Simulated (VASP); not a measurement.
# Cl (Im-3m) in VASP: further runs

The runs below take Cl through single point, with PBE.

All numbers are computed with VASP 6.6.1; they aren't measurements. Logs are shortened: lines on timing, memory, paths and dates and some standing lists are left out, and cuts for length are marked.

## 1. The cell of the first run

It takes space group Im-3m (No. 229, cubic). The conventional cell has a = 3.257 Å, b = 3.257 Å, c = 3.257 Å, α = 90.00°, β = 90.00°, γ = 90.00°. Within 3.7 Å of Cl (site symmetry m-3m) lie 14 Cl at 2.82 to 3.26 Å.

## 2. Single point, PBE (volume scaled by 0.8)

The input, INCAR:

```
SYSTEM = Cl
PREC     = Accurate       ! precision mode
ENCUT    = 520            ! plane-wave cutoff, eV
EDIFF    = 1E-7           ! SCF threshold, eV
ISMEAR   = -1             ! smearing method
SIGMA    = 0.1            ! smearing width, eV
LREAL    = .FALSE.        ! projectors in reciprocal space
LASPH    = .TRUE.         ! aspherical terms in the spheres
NELM     = 100            ! most SCF steps
ALGO     = Normal         ! electronic algorithm
ISIF     = 2              ! what is computed and relaxed
LWAVE    = .FALSE.        ! write WAVECAR
LCHARG   = .FALSE.        ! write CHGCAR
GGA      = PE             ! functional
NBANDS   = 10             ! bands
```

The input, KPOINTS:

```
regular mesh
0
G
  17 17 17
  0 0 0
```

The input, POSCAR:

```
Cl
1.0
   -1.6286663500      1.6286663500      1.6286663500
    1.6286663500     -1.6286663500      1.6286663500
    1.6286663500      1.6286663500     -1.6286663500
Cl
1
Direct
    0.0000000000      0.0000000000      0.0000000000
```

Potentials or basis: VASP PAW PBE potentials, release 64 (Cl).

Started as:

```console
cat potpaw_PBE.64/Cl/POTCAR > POTCAR
mpirun -np 1 vasp_std > vasp.out
```

OUTCAR:

```text
SYSTEM = Cl
   PREC = Accurate
   ENCUT = 520
   EDIFF = 1E-7
   ISMEAR = -1
   LREAL = .FALSE.
   LASPH = .TRUE.
   NELM = 100
   ISIF = 2
   GGA = PE

 ion  position               nearest neighbor table
   1  0.000  0.000  0.000-

  LATTYP: Found a body centered cubic cell.
 ALAT       =     3.2573327000

  Lattice vectors:

 A1 = (  -1.6286663500,   1.6286663500,   1.6286663500)
 A2 = (   1.6286663500,  -1.6286663500,   1.6286663500)
 A3 = (   1.6286663500,   1.6286663500,  -1.6286663500)

Analysis of symmetry for initial positions (statically):
=====================================================================
 Subroutine PRICEL returns:
 Original cell was already a primitive cell.

 Routine SETGRP: Setting up the symmetry group for a
 body centered cubic supercell.

 Subroutine GETGRP returns: Found 48 space group operations
[... 9 lines left out ...]

 Routine SETGRP: Setting up the symmetry group for a
 body centered cubic supercell.

 Subroutine GETGRP returns: Found 48 space group operations
[... 11 lines left out ...]
                                     Primitive cell

  volume of cell :      17.2805

  direct lattice vectors                    reciprocal lattice vectors
    -1.628666350  1.628666350  1.628666350     0.000000000  0.306999650  0.306999650
     1.628666350 -1.628666350  1.628666350     0.306999650  0.000000000  0.306999650
     1.628666350  1.628666350 -1.628666350     0.306999650  0.306999650  0.000000000

  length of vectors
     2.820932867  2.820932867  2.820932867     0.434163069  0.434163069  0.434163069

  position of ions in fractional coordinates (direct lattice)
     0.000000000  0.000000000  0.000000000

  ion indices of the primitive-cell ions
   primitive index   ion index
                 1           1

----------------------------------------------------------------------------------------

 KPOINTS: regular mesh

Automatic generation of k-mesh.
 Grid dimensions read from file:
 generate k-points for:   17   17   17

 Generating k-lattice:

  Cartesian coordinates                     Fractional coordinates (reciprocal lattice)
     0.000000000  0.018058803  0.018058803     0.058823529  0.000000000  0.000000000
     0.018058803  0.000000000  0.018058803     0.000000000  0.058823529  0.000000000
     0.018058803  0.018058803  0.000000000     0.000000000  0.000000000  0.058823529

  Length of vectors
     0.025539004  0.025539004  0.025539004

  Shift w.r.t. Gamma in fractional coordinates (k-lattice)
     0.000000000  0.000000000  0.000000000

 Subroutine IBZKPT returns following result:
 ===========================================

 Found    165 irreducible k-points:

 Following reciprocal coordinates:
            Coordinates               Weight
  0.000000  0.000000  0.000000      1.000000
  0.058824  0.000000  0.000000     12.000000
  0.117647  0.000000  0.000000     12.000000
  0.176471  0.000000  0.000000     12.000000
  0.235294  0.000000  0.000000     12.000000
  0.294118  0.000000  0.000000     12.000000
[... 16 lines left out ...]
  0.411765  0.117647 -0.000000     48.000000
  0.176471  0.176471  0.000000     24.000000
 [... further k-points ...]
   k-points           NKPTS =    165   k-points in BZ     NKDIM =    165   number of bands    NBANDS=     10
   number of dos      NEDOS =    301   number of ions     NIONS =      1
   total plane-waves  NPLWV =  13824
   dimension x,y,z NGX =    24 NGY =   24 NGZ =   24
   dimension x,y,z NGXF=    48 NGYF=   48 NGZF=   48
   ions per type =               1
   NGX,Y,Z   is equivalent  to a cutoff of  14.14, 14.14, 14.14 a.u.
   NGXF,Y,Z  is equivalent  to a cutoff of  28.29, 28.29, 28.29 a.u.
 SYSTEM =  Cl
   PREC   = accura    normal or accurate (medium, high low for compatibility)
   ISTART =      0    job   : 0-new  1-cont  2-samecut
   ICHARG =      2    charge: 1-file 2-atom 10-const
   ISPIN  =      1    spin polarized calculation?
   LNONCOLLINEAR =      F non collinear calculations
   LSORBIT =      F    spin-orbit coupling
   LASPH  =      T    aspherical Exc in radial PAW
   ENCUT  =  520.0 eV  38.22 Ry    6.18 a.u.   5.25  5.25  5.25*2*pi/ulx,y,z
   NELM   =    100;   NELMIN=  2; NELMDL= -5     # of ELM steps
   EDIFF  = 0.1E-06   stopping-criterion for ELM
   LREAL  =      F    real-space projection
   EDIFFG = 0.1E-05   stopping-criterion for IOM
   NSW    =      0    number of steps for IOM
   IBRION =     -1    ionic relax: 0-MD 1-quasi-New 2-CG
   NFREE  =      0    steps in history (QN), initial steepest desc. (CG)
   ISIF   =      2    stress and relaxation
   ISYM   =      2    0-nonsym 1-usesym 2-fastsym
   POTIM  = 0.5000    time-step for ionic-motion
   TEBEG  =    0.0;   TEEND  =   0.0 temperature during run
   PSTRESS=    0.0 pullay stress
   NELECT =       7.0000    total number of electrons
   NUPDOWN=      -1.0000    fix difference up-down
   EMIN   =  10.00;   EMAX   =-10.00  energy-range for DOS
   EFERMI =   0.00;   METHOD = LEGACY
   ISMEAR =    -1;   SIGMA  =   0.10  broadening in eV -4-tet -1-fermi 0-gaus
   EFERMI_NEDOS =   21; number of points for ismear=-14 and -15
   IALGO  =     38    algorithm
   IMIX   =      4    mixing-type and parameters
     AMIX     =   0.40;   BMIX     =  1.00
     AMIX_MAG =   1.60;   BMIX_MAG =  1.00
  volume/ion in A,a.u.               =      17.28       116.61
  Fermi-wavevector in a.u.,A,eV,Ry     =   1.211310  2.289044 19.963454  1.467273
  Thomas-Fermi vector in A             =   2.346830
   LORBIT       =      0    0 simple, 1 ext, 2 COOP (PROOUT), +10 PAW based schemes
   GGA     = PE    functional components
   LHFCALC =     F    Hartree Fock is set to
   AEXX    =    0.0000 exact exchange contribution
   IVDW    =     0    specifies the selected vdW correction
   LEPSILON=     F    determine dielectric tensor
   LRPA    =     F    only Hartree local field effects (RPA)
 non-spin polarized calculation
  energy-cutoff  :      520.00
  volume of cell :       17.28
 maximum number of plane-waves:       478
 NGX is ok and might be reduce to    24
   NGX = 11   NGY = 11   NGZ = 11

 number of electron       7.0000001 magnetization

 Free energy of the ion-electron system (eV)
  ---------------------------------------------------
  ext. energy  EPLUGINS =         0.00000000
  ---------------------------------------------------
  free energy    TOTEN  =        -0.86463583 eV

  energy without entropy =       -0.81621595  energy(sigma->0) =       -0.84042589

 E-fermi :   4.5004     XC(G=0): -10.5820

 val. band max:        4.4891573037   @ k =   0.1176   0.1176   0.0588
 cond. band min:       4.5137865553   @ k =  -0.2941   0.2941   0.1176
 fundamental gap:      0.0246292516
 Fermi energy:         4.5004472519

 k-point     1 :       0.0000    0.0000    0.0000
  band No.  band energies     occupation
      1     -12.5318      2.00000
      2       5.4883      0.00010
      3       5.4883      0.00010
      4       5.4883      0.00010
      5      15.9948      0.00000
      6      18.5351      0.00000
      7      18.5351      0.00000
      8      18.5351      0.00000
      9      21.9158      0.00000
     10      21.9158      0.00000

 k-point     2 :       0.0588    0.0000    0.0000
  band No.  band energies     occupation
      1     -12.4673      2.00000
      2       5.1890      0.00204
      3       5.4000      0.00025
      4       5.4763      0.00012
      5      16.2363      0.00000
      6      18.3356      0.00000
      7      18.4867      0.00000
      8      18.7804      0.00000
      9      21.5101      0.00000
     10      21.8622      0.00000

 k-point     3 :       0.1176    0.0000    0.0000
  band No.  band energies     occupation
      1     -12.2764      2.00000
      2       4.3903      1.50125
      3       5.1588      0.00276
      4       5.4414      0.00016
      5      16.6369      0.00000
      6      17.8289      0.00000
      7      18.4405      0.00000
      8      19.4905      0.00000
      9      21.0141      0.00000
     10      21.7619      0.00000

 k-point     4 :       0.1765    0.0000    0.0000
  band No.  band energies     occupation
      1     -11.9682      2.00000
      2       3.2911      1.99999
      3       4.8220      0.07721
      4       5.3876      0.00028
      5      16.3208      0.00000
      6      17.1877      0.00000
      7      19.0056      0.00000
      8      20.6017      0.00000
      9      21.0901      0.00000
     10      21.7290      0.00000

 k-point     5 :       0.2353    0.0000    0.0000
  band No.  band energies     occupation
      1     -11.5599      2.00000
      2       2.0668      2.00000
      3       4.4532      1.23185
      4       5.3213      0.00054
      5      15.4920      0.00000
      6      16.5447      0.00000
      7      19.9849      0.00000
      8      21.7327      0.00000
      9      21.8476      0.00000
     10      22.0370      0.00000

 k-point     6 :       0.2941    0.0000    0.0000
  band No.  band energies     occupation
      1     -11.0820      2.00000
      2       0.8503      2.00000
      3       4.1056      1.96217
      4       5.2511      0.00110
      5      14.6643      0.00000
      6      15.9774      0.00000
      7      20.9139      0.00000
      8      22.1589      0.00000
      9      22.7500      0.00000
     10      23.7164      0.00000

 k-point     7 :       0.3529    0.0000    0.0000
  band No.  band energies     occupation
      1     -10.5855      2.00000
      2      -0.2441      2.00000
      3       3.8171      1.99785
      4       5.1868      0.00209
      5      13.9971      0.00000
      6      15.5278      0.00000
      7      21.7719      0.00000
      8      22.6695      0.00000
      9      23.7522      0.00000
     10      25.5434      0.00000

 k-point     8 :       0.4118    0.0000    0.0000
  band No.  band energies     occupation
      1     -10.1514      2.00000
      2      -1.0956      2.00000
      3       3.6127      1.99972
      4       5.1378      0.00341
      5      13.5396      0.00000
      6      15.2185      0.00000
      7      22.5811      0.00000
      8      23.3446      0.00000
      9      24.3391      0.00000
     10      27.3448      0.00000

 k-point     9 :       0.4706    0.0000    0.0000
  band No.  band energies     occupation
      1      -9.8888      2.00000
      2      -1.5724      2.00000
      3       3.5071      1.99990
      4       5.1112      0.00444
      5      13.3082      0.00000
      6      15.0613      0.00000
      7      23.2045      0.00000
      8      24.0089      0.00000
      9      24.4161      0.00000
     10      26.4580      0.00000
[... 118 lines left out ...]
 k-point    19 :       0.1765    0.1176    0.0000
  band No.  band energies     occupation
      1     -11.3921      2.00000
      2       1.8386      2.00000
      3       4.1769      1.92426
      4       5.0191      0.01112
      5      15.9528      0.00000
      6      16.6980      0.00000
      7      19.0089      0.00000
      8      20.6783      0.00000
      9      23.0936      0.00000
     10      23.4341      0.00000

 k-point    20 :       0.2353    0.1176    0.0000
  band No.  band energies     occupation
      1     -10.9295      2.00000
      2       0.7997      2.00000
      3       3.6971      1.99935
      4       4.9126      0.03193
      5      15.2596      0.00000
      6      16.2927      0.00000
      7      19.7806      0.00000
      8      21.4449      0.00000
      9      23.6174      0.00000
     10      25.1013      0.00000

 k-point    21 :       0.2941    0.1176    0.0000
  band No.  band energies     occupation
      1     -10.4520      2.00000
      2      -0.1649      2.00000
      3       3.3007      1.99999
      4       4.8220      0.07719
      5      14.6745      0.00000
      6      15.9961      0.00000
      7      20.4316      0.00000
      8      22.4711      0.00000
      9      24.1534      0.00000
     10      26.6088      0.00000

 k-point    22 :       0.3529    0.1176    0.0000
  band No.  band energies     occupation
      1     -10.0383      2.00000
      2      -0.9299      2.00000
      3       3.0242      2.00000
      4       4.7547      0.14592
      5      14.2673      0.00000
      6      15.7971      0.00000
      7      21.1101      0.00000
      8      22.9630      0.00000
      9      24.8684      0.00000
     10      27.6894      0.00000

 k-point    23 :       0.4118    0.1176   -0.0000
  band No.  band energies     occupation
      1      -9.7900      2.00000
      2      -1.3617      2.00000
      3       2.8831      2.00000
      4       4.7186      0.20278
      5      14.0603      0.00000
      6      15.6965      0.00000
      7      21.8083      0.00000
      8      22.6751      0.00000
      9      25.5814      0.00000
     10      28.0198      0.00000

 k-point    24 :       0.1765    0.1765    0.0000
  band No.  band energies     occupation
      1     -10.9756      2.00000
      2       1.0340      2.00000
      3       3.5779      1.99980
      4       4.8393      0.06532
      5      15.6685      0.00000
      6      16.5257      0.00000
      7      19.4066      0.00000
      8      20.8023      0.00000
      9      23.8319      0.00000
     10      25.1473      0.00000

 [... further k-points ...]
[... 5 lines left out ...]
  --------------------------------------------------------------------------------------
  -------------------------------------------------------------------------------------
  Total        1.2808725      1.2808725      1.2808725      0.0000000     -0.0000000     -0.0000000
  in kB      118.7572435    118.7572435    118.7572435      0.0000000     -0.0000000     -0.0000000
  external PRESSURE =     118.7572435 kB  Pullay stress =       0.0000000 kB

 VOLUME and BASIS-vectors are now :
 -----------------------------------------------------------------------------
  energy-cutoff  :      520.00
  volume of cell :       17.28
      direct lattice vectors                 reciprocal lattice vectors
    -1.628666350  1.628666350  1.628666350     0.000000000  0.306999650  0.306999650
     1.628666350 -1.628666350  1.628666350     0.306999650  0.000000000  0.306999650
     1.628666350  1.628666350 -1.628666350     0.306999650  0.306999650  0.000000000

 POSITION                                       TOTAL-FORCE (eV/Angst)
 -----------------------------------------------------------------------------------
      0.00000      0.00000      0.00000         0.000000     -0.000000     -0.000000
 -----------------------------------------------------------------------------------
    total drift:                                0.000000     -0.000000     -0.000000

  FREE ENERGIE OF THE ION-ELECTRON SYSTEM (eV)
  ---------------------------------------------------
  free  energy   TOTEN  =        -0.8646358262 eV

  energy  without entropy=       -0.8162159510  energy(sigma->0) =       -0.84042589
```

Wall time 11 s (1 thread of AMD EPYC 9R45 (Zen 5), shared host); peak memory 0.11 GiB.

What came out:

```yaml
Free_energy: -0.8646 eV
Pressure: 11.9 GPa
```

Caveat: an odd number of electrons without spin polarisation forces a metal; a magnetic or distorted state may lie lower.

(Part 1 of 2 ends here.)
